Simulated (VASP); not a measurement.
Set up this calculation in VASP 6.6.1, as the native input.

| Quantity | Value |
| --- | --- |
| Task | single point |
| Functional | PBE |
| Potentials or basis | VASP PAW PBE potentials, release 64 (Si) |
| Cutoff | 520 eV |
| k mesh | 11 × 11 × 11 |
| Occupations | fermi-dirac, width 0.08 eV |
| Spin | no spin polarisation |
| Dipole correction | no |
| Further INCAR settings | ALGO = Normal; EDIFF = 1e-06; NBANDS = 11 |

The structure of Si lies in POSCAR:

```
Si
1.0
    0.0000000000      2.6972448200      2.6972448200
    2.6972448200      0.0000000000      2.6972448200
    2.6972448200      2.6972448200      0.0000000000
Si
2
Direct
    0.5000000000      0.5000000000      0.5000000000
    0.7500000000      0.7500000000      0.7500000000
```

This cell differs from its parent crystal: volume scaled by 0.98.

These files were run (other wordings do the same):

INCAR

```
PREC = Accurate
ENCUT = 520
EDIFF = 1E-6
ISMEAR = -1
SIGMA = 0.08
LREAL = F
LASPH = T
NELM = 80
ALGO = Normal
ISIF = 2
LWAVE = F
LCHARG = F
GGA = PE
NBANDS = 11
```

KPOINTS

```
regular mesh
0
Gamma
  11 11 11
```

Potentials or basis: VASP PAW PBE potentials, release 64 (Si).

The run is started by

```bash
$ cat potpaw_PBE.64/Si/POTCAR > POTCAR
$ mpirun -np 1 vasp_std > vasp.out
```

It gave:

| Item | Value |
| --- | --- |
| Pressure | 4.0 GPa |
| Band gap on the k mesh | 0.56 eV, indirect (least direct gap 2.57 eV) |

Run time: 21 s on 1 thread of Intel Xeon 8259CL (shared host), peak memory 0.16 GiB.
